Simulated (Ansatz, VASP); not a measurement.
## Two plane-wave programs on BiPt

File INCAR:

```
ALGO     = Normal         # electronic algorithm
EDIFF    = 1E-8           # SCF threshold, eV
ENCUT    = 520            # plane-wave cutoff, eV
GGA      = CA             # functional
ISIF     = 2              # what is computed and relaxed
ISMEAR   = -1             # smearing method
LASPH    = True           # aspherical terms in the spheres
LCHARG   = False          # write CHGCAR
LEFG     = True         
LREAL    = False          # projectors in reciprocal space
LWAVE    = False          # write WAVECAR
NBANDS   = 33             # bands
NELM     = 100            # most SCF steps
PREC     = Accurate       # precision mode
SIGMA    = 0.05           # smearing width, eV
```

The input KPOINTS:

```
k-points
0
Gamma
  9 9 6
```

POSCAR

```
BiPt
1.0
    4.2718501640      0.0000000000      0.0000000000
   -2.1359250821      3.6995307632      0.0000000000
    0.0000000000      0.0000000000      5.4900000000
Bi Pt
2 2
Direct
    0.3333333333      0.6666666667      0.2500000000
    0.6666666667      0.3333333333      0.7500000000
    0.0000000000      0.0000000000      0.0000000000
    0.0000000000      0.0000000000      0.5000000000
```

Input for Ansatz:

```yaml
crystal:
  lattice:
    - [4.271850164, 0.0, 0.0]
    - [-2.1359250821, 3.6995307632, 0.0]
    - [0.0, 0.0, 5.49]
  atoms:
    - { symbol: Bi, position: [0.3333333333, 0.6666666667, 0.25] }
    - { symbol: Bi, position: [0.6666666667, 0.3333333333, 0.75] }
    - { symbol: Pt, position: [0.0, 0.0, 0.0] }
    - { symbol: Pt, position: [0.0, 0.0, 0.5] }
kpoints:
  mp_grid: { grid: [9, 9, 6] }
scf:
  occupations: { method: fermi_dirac, width: 0.05 }
hamiltonian:
  xc: lda
  pseudopotentials: { kind: paw }
output:
  forces: true
  stress: true
  eigenvalues: true
  efg: { contact_densities: true }
```

Change from the starting cell: equal xx and yy strain of -1 %, PAW files.

Alike in both runs: task electric field gradients; functional LDA; k mesh 9 × 9 × 6; occupations fermi-dirac, width 0.05 eV; no spin polarisation.

|  | VASP | Ansatz |
| --- | --- | --- |
| version | VASP 6.6.1 | Ansatz 0.2.0 |
| potentials or method | VASP PAW LDA potentials, release 64 (Bi_d, Pt) | PAW with Ansatz's default frozen-core files, scalar-relativistic |
| plane-wave cutoff (eV) | 520 | 420 |
| valence electrons in the cell | 50 | 66 |

|  | VASP | Ansatz | Ansatz less VASP |
| --- | --- | --- | --- |
| pressure (GPa) | 2.8 | 2.5 | -0.38 |
| traceless stress, the component that is largest in VASP (GPa) | -1.26 | -1.37 | -0.111 |
| size of Vzz on the site where it differs most (V/Å²) | 162.9 | 104.9 | -58.02 |

LDA's correlation is that of Perdew and Zunger in VASP and of Perdew and Wang (1992) in Ansatz. VASP's potentials hold 50 valence electrons a cell and Ansatz's 66, so a difference there can come from the potentials and not from the codes.

Spin-orbit coupling is off throughout.
